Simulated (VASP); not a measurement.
A run of VASP 6.6.1 is set up as follows.

INCAR

```
SYSTEM = Ge
  ALGO = Normal
  EDIFF = 1E-6
  ENCUT = 520
  ISIF = 2
  ISMEAR = -1
  LASPH = .TRUE.
  LCHARG = .FALSE.
  LREAL = .FALSE.
  LWAVE = .FALSE.
  NBANDS = 21
  NELM = 80
  PREC = Accurate
  SIGMA = 0.02
```

File KPOINTS:

```
k-points
0
G
  9 9 9
  0 0 0
```

The input POSCAR:

```
Ge
1.0
   -2.5744900000      2.5744900000      1.3974130000
    2.5744900000     -2.5744900000      1.3974130000
    2.5744900000      2.5744900000     -1.3974130000
Ge
2
Direct
    0.2500000000      0.7500000000      0.5000000000
    0.5000000000      0.5000000000      0.0000000000
```

Potentials or basis: VASP PAW LDA potentials, release 64 (Ge_d).

The run is started by

```bash
$ cat potpaw_LDA.64/Ge_d/POTCAR > POTCAR
$ mpirun -np 1 vasp_std > vasp.out
```

Question: What does it give for the band gap on the k mesh?

Answer: Zero (band 14 reaches 7.95 eV, above the bottom of band 15 at 3.05 eV).

Question: Estimate the pressure.

Answer: -2.6 GPa.

Stress tensor (GPa, compression positive):
```
-2.91  0.00  0.00
 0.00 -2.91  0.00
 0.00  0.00 -1.96
```
